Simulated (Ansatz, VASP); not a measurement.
SnTe in VASP and in Ansatz

```
Sn Te
1.0
     0.00000    3.18933    3.18933
     3.18933    0.00000    3.18933
     3.18933    3.18933    0.00000
Sn Te
1 1
Direct
  0.00000 0.00000 0.00000
  0.50000 0.50000 0.50000
```

Alike in both runs: task single point; functional r2SCAN; k mesh 8 × 8 × 8; occupations fermi-dirac, width 0.02 eV; non-collinear spin, spin-orbit coupling.

|  | VASP | Ansatz |
| --- | --- | --- |
| version | VASP 6.6.1 | Ansatz 0.2.0 |
| potentials or method | VASP PAW PBE potentials, release 64 (Sn_d, Te) | plane waves, PAW |
| plane-wave cutoff (eV) | 520 | 500 |
| valence electrons in the cell | 20 | 30 |

|  | VASP | Ansatz | Ansatz less VASP |
| --- | --- | --- | --- |
| pressure (GPa) | -0.2 | -0.2 | -0.01 |
| net moment per atom (μB) | 0.00 | 0.00 | 0.000 |

VASP's potentials were made for PBE, not for r2SCAN. With one functional, cell and mesh, what is left measures potentials, basis and numerics. VASP's potentials hold 20 valence electrons a cell and Ansatz's 30, so a difference there can come from the potentials and not from the codes.
